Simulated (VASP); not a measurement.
# S (I4/mmm) in VASP: notebook

Runs on S. Level: PBEsol. Tasks: single point.

Everything below comes from runs of VASP 6.6.1. Logs are shortened: lines on timing, memory, paths and dates and some standing lists are left out, and cuts for length are marked.

**1. The cell of the first run**

It takes space group I4/mmm (No. 139, tetragonal). Conventional cell: a = 2.820 Å, b = 2.820 Å, c = 3.829 Å, α = 90.00°, β = 90.00°, γ = 90.00°. Within 3.6 Å of S (site symmetry 4/mmm) lie 12 S at 2.76 to 2.82 Å.

**2. Single point, PBEsol (strain -0.0400 x Voigt [0, 0, 1, 0, 0, 0])**

INCAR reads:

```
PREC = Accurate
ENCUT = 520
EDIFF = 1E-6
ISMEAR = 0
SIGMA = 0.15
LREAL = F
LASPH = T
NELM = 80
ALGO = Normal
ISIF = 2
LWAVE = F
LCHARG = F
GGA = PS
NBANDS = 9
```

KPOINTS reads:

```
Automatic mesh
0
Gamma
  20 20 20
```

POSCAR reads:

```
S
1.0
    0.0000000000      1.9943503440      1.9145763302
    1.9943503440      0.0000000000      1.9145763302
    1.9943503440      1.9943503440      0.0000000000
S
1
Direct
    0.0000000000      0.0000000000      0.0000000000
```

Potentials or basis: VASP PAW PBE potentials, release 64 (S).

The run is started by

```
> cat potpaw_PBE.64/S/POTCAR > POTCAR
> mpirun -np 1 vasp_std > vasp.out
```

OUTCAR:

```text
PREC = Accurate
   ENCUT = 520
   EDIFF = 1E-6
   ISMEAR = 0
   LREAL = F
   LASPH = T
   NELM = 80
   ISIF = 2
   GGA = PS

 ion  position               nearest neighbor table
   1  0.000  0.000  0.000-

  LATTYP: Found a body centered tetragonal cell.
 ALAT       =     2.8204373046
 C/A-ratio  =     1.3576450198

  Lattice vectors:

 A1 = (   0.0000000000,  -1.9943503440,  -1.9145763302)
 A2 = (   0.0000000000,   1.9943503440,  -1.9145763302)
 A3 = (   1.9943503440,   0.0000000000,   1.9145763302)

Analysis of symmetry for initial positions (statically):
=====================================================================
 Subroutine PRICEL returns:
 Original cell was already a primitive cell.

 Routine SETGRP: Setting up the symmetry group for a
 body centered tetragonal supercell.

 Subroutine GETGRP returns: Found 16 space group operations
 (whereof 16 operations were pure point group operations)
 out of a pool of 16 trial point group operations.

The static configuration has the point symmetry D_4h.

Analysis of symmetry for dynamics (positions and initial velocities):
=====================================================================
 Subroutine PRICEL returns:
 Original cell was already a primitive cell.

 Routine SETGRP: Setting up the symmetry group for a
 body centered tetragonal supercell.

 Subroutine GETGRP returns: Found 16 space group operations
 (whereof 16 operations were pure point group operations)
 out of a pool of 16 trial point group operations.

The dynamic configuration has the point symmetry D_4h.

 Subroutine INISYM returns: Found 16 space group operations
 (whereof 16 operations are pure point group operations),
 and found     1 'primitive' translations

----------------------------------------------------------------------------------------

                                     Primitive cell

  volume of cell :      15.2302

  direct lattice vectors                    reciprocal lattice vectors
     0.000000000  1.994350344  1.914576330    -0.250708208  0.250708208  0.261154383
     1.994350344  0.000000000  1.914576330     0.250708208 -0.250708208  0.261154383
     1.994350344  1.994350344  0.000000000     0.250708208  0.250708208 -0.261154383

  length of vectors
     2.764604098  2.764604098  2.820437305     0.440353066  0.440353066  0.440353066

  position of ions in fractional coordinates (direct lattice)
     0.000000000  0.000000000  0.000000000

  ion indices of the primitive-cell ions
   primitive index   ion index
                 1           1

----------------------------------------------------------------------------------------

 KPOINTS: Automatic mesh

Automatic generation of k-mesh.
 Grid dimensions read from file:
 generate k-points for:   20   20   20

 Generating k-lattice:

  Cartesian coordinates                     Fractional coordinates (reciprocal lattice)
    -0.012535410  0.012535410  0.013057719     0.050000000  0.000000000  0.000000000
     0.012535410 -0.012535410  0.013057719     0.000000000  0.050000000  0.000000000
     0.012535410  0.012535410 -0.013057719     0.000000000  0.000000000  0.050000000

  Length of vectors
     0.022017653  0.022017653  0.022017653

  Shift w.r.t. Gamma in fractional coordinates (k-lattice)
     0.000000000  0.000000000  0.000000000

 Subroutine IBZKPT returns following result:
 ===========================================

 Found    641 irreducible k-points:

 Following reciprocal coordinates:
            Coordinates               Weight
  0.000000  0.000000  0.000000      1.000000
  0.050000  0.000000  0.000000      8.000000
  0.100000  0.000000  0.000000      8.000000
  0.150000  0.000000  0.000000      8.000000
  0.200000  0.000000  0.000000      8.000000
  0.250000  0.000000  0.000000      8.000000
[... 16 lines left out ...]
 -0.400000  0.050000  0.000000      8.000000
 -0.350000  0.050000  0.000000      8.000000
 [... further k-points ...]
   k-points           NKPTS =    641   k-points in BZ     NKDIM =    641   number of bands    NBANDS=      9
   number of dos      NEDOS =    301   number of ions     NIONS =      1
   total plane-waves  NPLWV =  13824
   dimension x,y,z NGX =    24 NGY =   24 NGZ =   24
   dimension x,y,z NGXF=    48 NGYF=   48 NGZF=   48
   ions per type =               1
   NGX,Y,Z   is equivalent  to a cutoff of  14.43, 14.43, 14.15 a.u.
   NGXF,Y,Z  is equivalent  to a cutoff of  28.86, 28.86, 28.29 a.u.
 SYSTEM =  unknown system
   PREC   = accura    normal or accurate (medium, high low for compatibility)
   ISTART =      0    job   : 0-new  1-cont  2-samecut
   ICHARG =      2    charge: 1-file 2-atom 10-const
   ISPIN  =      1    spin polarized calculation?
   LNONCOLLINEAR =      F non collinear calculations
   LSORBIT =      F    spin-orbit coupling
   LASPH  =      T    aspherical Exc in radial PAW
   ENCUT  =  520.0 eV  38.22 Ry    6.18 a.u.   5.14  5.14  5.24*2*pi/ulx,y,z
   NELM   =     80;   NELMIN=  2; NELMDL= -5     # of ELM steps
   EDIFF  = 0.1E-05   stopping-criterion for ELM
   LREAL  =      F    real-space projection
   EDIFFG = 0.1E-04   stopping-criterion for IOM
   NSW    =      0    number of steps for IOM
   IBRION =     -1    ionic relax: 0-MD 1-quasi-New 2-CG
   NFREE  =      0    steps in history (QN), initial steepest desc. (CG)
   ISIF   =      2    stress and relaxation
   ISYM   =      2    0-nonsym 1-usesym 2-fastsym
   POTIM  = 0.5000    time-step for ionic-motion
   TEBEG  =    0.0;   TEEND  =   0.0 temperature during run
   PSTRESS=    0.0 pullay stress
   NELECT =       6.0000    total number of electrons
   NUPDOWN=      -1.0000    fix difference up-down
   EMIN   =  10.00;   EMAX   =-10.00  energy-range for DOS
   EFERMI =   0.00;   METHOD = LEGACY
   ISMEAR =     0;   SIGMA  =   0.15  broadening in eV -4-tet -1-fermi 0-gaus
   EFERMI_NEDOS =   21; number of points for ismear=-14 and -15
   IALGO  =     38    algorithm
   IMIX   =      4    mixing-type and parameters
     AMIX     =   0.40;   BMIX     =  1.00
     AMIX_MAG =   1.60;   BMIX_MAG =  1.00
  volume/ion in A,a.u.               =      15.23       102.78
  Fermi-wavevector in a.u.,A,eV,Ry     =   1.200116  2.267891 19.596192  1.440279
  Thomas-Fermi vector in A             =   2.335961
   LORBIT       =      0    0 simple, 1 ext, 2 COOP (PROOUT), +10 PAW based schemes
   GGA     = PS    functional components
   LHFCALC =     F    Hartree Fock is set to
   AEXX    =    0.0000 exact exchange contribution
   IVDW    =     0    specifies the selected vdW correction
   LEPSILON=     F    determine dielectric tensor
   LRPA    =     F    only Hartree local field effects (RPA)
 non-spin polarized calculation
 Gauss-broadening in eV      SIGMA  =   0.15
  energy-cutoff  :      520.00
  volume of cell :       15.23
 maximum number of plane-waves:       428
 NGX is ok and might be reduce to    24
   NGX = 11   NGY = 11   NGZ = 11

 number of electron       6.0000000 magnetization

 Free energy of the ion-electron system (eV)
  ---------------------------------------------------
  ext. energy  EPLUGINS =         0.00000000
  ---------------------------------------------------
  free energy    TOTEN  =        -3.34368449 eV

  energy without entropy =       -3.33536791  energy(sigma->0) =       -3.33952620

 E-fermi :   7.9863     XC(G=0): -11.4922

 val. band max:        7.9769439648   @ k =   0.4500   0.1000   0.3000
 cond. band min:       7.9885812923   @ k =   0.4000   0.2000   0.0000
 fundamental gap:      0.0116373274
 Fermi energy:         7.9863443074

 k-point     1 :       0.0000    0.0000    0.0000
  band No.  band energies     occupation
      1      -9.1559      2.00000
      2      11.4038      0.00000
      3      11.4038      0.00000
      4      11.4172      0.00000
      5      19.9401      0.00000
      6      19.9401      0.00000
      7      20.4834      0.00000
      8      22.8154      0.00000
      9      25.0108      0.00000

 k-point     2 :       0.0500    0.0000    0.0000
  band No.  band energies     occupation
      1      -9.0940      2.00000
      2      11.0431      0.00000
      3      11.3437      0.00000
      4      11.3727      0.00000
      5      19.9075      0.00000
      6      20.0536      0.00000
      7      20.5067      0.00000
      8      23.0151      0.00000
      9      24.8265      0.00000

 k-point     3 :       0.1000    0.0000    0.0000
  band No.  band energies     occupation
      1      -8.9088      2.00000
      2      10.0696      0.00000
      3      11.1784      0.00000
      4      11.2628      0.00000
      5      19.6548      0.00000
      6      20.3408      0.00000
      7      20.7214      0.00000
      8      23.6038      0.00000
      9      24.4224      0.00000

 k-point     4 :       0.1500    0.0000    0.0000
  band No.  band energies     occupation
      1      -8.6026      2.00000
      2       8.7265      0.00000
      3      10.9439      0.00000
      4      11.1056      0.00000
      5      19.2278      0.00000
      6      20.6218      0.00000
      7      21.0724      0.00000
      8      24.1355      0.00000
      9      24.4546      0.00000
[... 205 lines left out ...]
 k-point    22 :      -0.4500    0.0500    0.0000
  band No.  band energies     occupation
      1      -4.8401      2.00000
      2       0.3932      2.00000
      3       9.7127      0.00000
      4       9.9208      0.00000
      5      17.6205      0.00000
      6      19.0408      0.00000
      7      19.5651      0.00000
      8      25.7941      0.00000
      9      29.3898      0.00000

 k-point    23 :      -0.4000    0.0500    0.0000
  band No.  band energies     occupation
      1      -5.3629      2.00000
      2       1.1771      2.00000
      3       9.8599      0.00000
      4       9.8894      0.00000
      5      17.7474      0.00000
      6      19.1310      0.00000
      7      19.7065      0.00000
      8      25.9849      0.00000
      9      28.5711      0.00000

 k-point    24 :      -0.3500    0.0500    0.0000
  band No.  band energies     occupation
      1      -6.0565      2.00000
      2       2.3428      2.00000
      3       9.9070      0.00000
      4      10.0568      0.00000
      5      17.9421      0.00000
      6      19.3566      0.00000
      7      19.9847      0.00000
      8      26.1200      0.00000
      9      27.1420      0.00000

 [... further k-points ...]
[... 5 lines left out ...]
  --------------------------------------------------------------------------------------
  -------------------------------------------------------------------------------------
  Total       -0.0628408     -0.0628408     -0.3935663      0.0000000      0.0000000      0.0000000
  in kB       -6.6106891     -6.6106891    -41.4021557      0.0000000      0.0000000      0.0000000
  external PRESSURE =     -18.2078446 kB  Pullay stress =       0.0000000 kB

 VOLUME and BASIS-vectors are now :
 -----------------------------------------------------------------------------
  energy-cutoff  :      520.00
  volume of cell :       15.23
      direct lattice vectors                 reciprocal lattice vectors
     0.000000000  1.994350344  1.914576330    -0.250708208  0.250708208  0.261154383
     1.994350344  0.000000000  1.914576330     0.250708208 -0.250708208  0.261154383
     1.994350344  1.994350344  0.000000000     0.250708208  0.250708208 -0.261154383

 POSITION                                       TOTAL-FORCE (eV/Angst)
 -----------------------------------------------------------------------------------
      0.00000      0.00000      0.00000        -0.000000      0.000000     -0.000000
 -----------------------------------------------------------------------------------
    total drift:                                0.000000     -0.000000     -0.000000

  FREE ENERGIE OF THE ION-ELECTRON SYSTEM (eV)
  ---------------------------------------------------
  free  energy   TOTEN  =        -3.3436844884 eV

  energy  without entropy=       -3.3353679060  energy(sigma->0) =       -3.33952620
```

Wall time 25 s (1 thread of Intel Xeon Platinum 8488C (Sapphire Rapids), shared host); peak memory 0.19 GiB.

Results:

| Item | Value |
| --- | --- |
| Free energy | -3.3437 eV |
| Pressure | -1.8 GPa |
| Band gap on the k mesh | zero (bands 3 and 4 overlap by 6.39 eV) |

Caveat: the cell differs from its parent crystal (strain -0.0400 x Voigt [0, 0, 1, 0, 0, 0]); the PAW data sets were made with another functional, which shifts forces and pressure a little.

(Continued in part 2 of 2.)
